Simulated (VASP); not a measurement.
Wanted: the native input for a VASP 6.6.1 run.

| Property | Result |
| --- | --- |
| Task | single point |
| Functional | PBEsol |
| Potentials or basis | VASP PAW PBE potentials, release 64 (W_sv, Si) |
| Cutoff | 520 eV |
| k mesh | 12 × 12 × 12 |
| Occupations | fermi-dirac, width 0.05 eV |
| Spin | no spin polarisation |
| Dipole correction | no |
| Further INCAR settings | ALGO = Normal; EDIFF = 1e-06; NBANDS = 18 |

The structure of Si2W lies in POSCAR:

```
Si2W
1.0
   -1.5592215777      1.5592215777      3.8271742920
    1.5592215777     -1.5592215777      3.8271742920
    1.5592215777      1.5592215777     -3.8271742920
W Si
1 2
Direct
    0.0000000000      0.0000000000      0.0000000000
    0.6666319295      0.6666319295      0.0000000000
    0.3333680705      0.3333680705      0.0000000000
```

These files were run (other wordings do the same):

INCAR

```
ALGO     = Normal         # electronic algorithm
EDIFF    = 1E-6           # SCF threshold, eV
ENCUT    = 520            # plane-wave cutoff, eV
GGA      = PS             # functional
ISIF     = 2              # what is computed and relaxed
ISMEAR   = -1             # smearing method
LASPH    = T              # aspherical terms in the spheres
LCHARG   = F              # write CHGCAR
LREAL    = F              # projectors in reciprocal space
LWAVE    = F              # write WAVECAR
NBANDS   = 18             # bands
NELM     = 80             # most SCF steps
PREC     = Accurate       # precision mode
SIGMA    = 0.05           # smearing width, eV
```

KPOINTS

```
k-points
0
Gamma
  12 12 12
```

Potentials or basis: VASP PAW PBE potentials, release 64 (W_sv, Si).

Launch:

```sh
$ cat potpaw_PBE.64/W_sv/POTCAR potpaw_PBE.64/Si/POTCAR > POTCAR
$ mpirun -np 1 vasp_std > vasp.out
```

It gave:

```json
{"Pressure": "20.6 GPa", "Largest force": "0.011 eV/Å", "Band gap on the k mesh": "zero (band 11 reaches 14.00 eV, above the bottom of band 12 at 12.45 eV)"}
```

Caveat: the PAW data sets were made with another functional, which shifts forces and pressure a little; spin-orbit coupling is left out, which moves the levels of the heavy elements.

Run time: 82 s on 1 thread of Intel(R) Xeon(R) Platinum 8488C (Sapphire Rapids), on a shared host, peak memory 0.27 GiB.
